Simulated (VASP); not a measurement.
Wanted: the native input for a VASP 6.6.1 run.

| Quantity | Value |
| --- | --- |
| Task | single point |
| Functional | revPBE |
| Dispersion | D4 |
| Potentials or basis | VASP PAW PBE potentials, release 64 (Bi_d, Te) |
| Cutoff | 520 eV |
| k mesh | 7 × 7 × 7 |
| Occupations | tetrahedron |
| Spin | non-collinear spin, typed start |
| Starting moments | [[0.0, 0.0, 0.5], [0.0, 0.0, 0.0]] μB |
| Dipole correction | no |
| Further INCAR settings | ALGO = Normal; EDIFF = 1e-06; NBANDS = 33 |

The structure of BiTe lies in POSCAR:

```
BiTe
1.0
    0.0000000000      3.2984474805      3.2984474805
    3.2984474805      0.0000000000      3.2984474805
    3.2984474805      3.2984474805      0.0000000000
Bi Te
1 1
Direct
    0.0000000000      0.0000000000      0.0000000000
    0.5000000000      0.5000000000      0.5000000000
```

These files were run (other wordings do the same):

INCAR

```
SYSTEM = BiTe
PREC     = Accurate       ! precision mode
ENCUT    = 520            ! plane-wave cutoff, eV
EDIFF    = 1E-6           ! SCF threshold, eV
ISMEAR   = -5             ! smearing method
SIGMA    = 0.05           ! smearing width, eV
LREAL    = .FALSE.        ! projectors in reciprocal space
LASPH    = .TRUE.         ! aspherical terms in the spheres
NELM     = 150            ! most SCF steps
ALGO     = Normal         ! electronic algorithm
ISIF     = 2              ! what is computed and relaxed
LWAVE    = .FALSE.        ! write WAVECAR
LCHARG   = .FALSE.        ! write CHGCAR
LNONCOLLINEAR= .TRUE.         ! non-collinear magnetism
MAGMOM   = 0 0 0.5 0 0 0  ! initial moments
LORBIT   = 11             ! projections on sites
GGA      = RE             ! functional
IVDW     = 13             ! dispersion correction
NBANDS   = 33             ! bands
```

KPOINTS

```
regular mesh
0
G
  7 7 7
  0 0 0
```

Potentials or basis: VASP PAW PBE potentials, release 64 (Bi_d, Te).

Command:

```console
$ cat potpaw_PBE.64/Bi_d/POTCAR potpaw_PBE.64/Te/POTCAR > POTCAR
$ mpirun -np 1 vasp_ncl > vasp.out
```

It gave:

- Pressure: -4.1 GPa
- Band gap on the k mesh: zero (band 21 reaches 8.59 eV, above the bottom of band 22 at 5.50 eV)
- Net moment: 0.29 μB per cell
- Valence electrons inside the program's atomic spheres: Bi 12.66; Te 3.30
- Dispersion energy per atom: -0.711 eV

Caveat: the PAW data sets were made with another functional, which shifts forces and pressure a little; spin-orbit coupling is left out, which moves the levels of the heavy elements; pairwise dispersion overbinds metals, which lowers pressure and volume; tetrahedron occupations give inexact forces and stress in metals.

It took 5.5 min on 1 thread of Oxide Virtual Turin-like Processor, with other jobs on the host, peak memory 0.46 GiB.
